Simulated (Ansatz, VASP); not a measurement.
## Ag in VASP and in Ansatz

File INCAR:

```
SYSTEM = Ag
ALGO = Normal
EDIFF = 1E-7
ENCUT = 520
GGA = RE
ISIF = 2
ISMEAR = -1
ISPIN = 2
LASPH = .True.
LCHARG = .True.
LELF = .True.
LMAXMIX = 4
LORBIT = 11
LREAL = .False.
LVHAR = .True.
LWAVE = .False.
MAGMOM = 0.2 0.2
NBANDS = 22
NELM = 150
PREC = Accurate
SIGMA = 0.05
```

KPOINTS

```
k-points
0
Gamma
  14 14 8
  0 0 0
```

The input POSCAR:

```
Ag
1.0
    2.9874636124      0.0000000000      0.0000000000
   -1.4937318062      2.5872193813      0.0000000000
    0.0000000000      0.0000000000      4.8839454194
Ag
2
Direct
    0.3333333333      0.6666666667      0.2500000000
    0.6666666667      0.3333333333      0.7500000000
```

Input for Ansatz:

```yaml
crystal:
  lattice:
    - [2.9874636124, 0.0, 0.0]
    - [-1.4937318062, 2.5872193813, 0.0]
    - [0.0, 0.0, 4.8839454194]
  atoms:
    - { symbol: Ag, position: [0.3333333333, 0.6666666667, 0.25], spin: 0.2 }
    - { symbol: Ag, position: [0.6666666667, 0.3333333333, 0.75], spin: 0.2 }
kpoints:
  mp_grid: { grid: [14, 14, 8] }
scf:
  occupations: { method: fermi_dirac, width: 0.05 }
hamiltonian:
  xc: revpbe
  pseudopotentials: { kind: all_electron, lapw: { basis_error: 0.00025 } }
output:
  forces: true
  stress: true
  eigenvalues: true
accuracy: high
magnetization:
  spin_polarized: true
```

Alike in both runs: task single point; functional revPBE; k mesh 14 × 14 × 8; occupations fermi-dirac, width 0.05 eV; collinear spin.

```csv
,VASP,Ansatz
version,VASP 6.6.1,Ansatz 0.2.0
potentials or method,"VASP PAW PBE potentials, release 64 (Ag), cutoff 520 eV","all-electron LAPW, scalar-relativistic"
```

```csv
,VASP,Ansatz,Ansatz less VASP
gap on the k mesh at the Fermi level (eV),none,none,-
pressure (GPa),-1.6,-1.5,+0.05
"traceless stress, the component that is largest in VASP (GPa)",-0.22,-0.23,-0.003
net moment per atom (μB),0.00,0.00,0.000
```

VASP's potentials were made for PBE, not for revPBE. A gap of «none» marks a metal or a gap that the smearing closes. Ansatz ran all-electron here, and VASP with PAW potentials. Ansatz's warnings: seeded moment not kept.
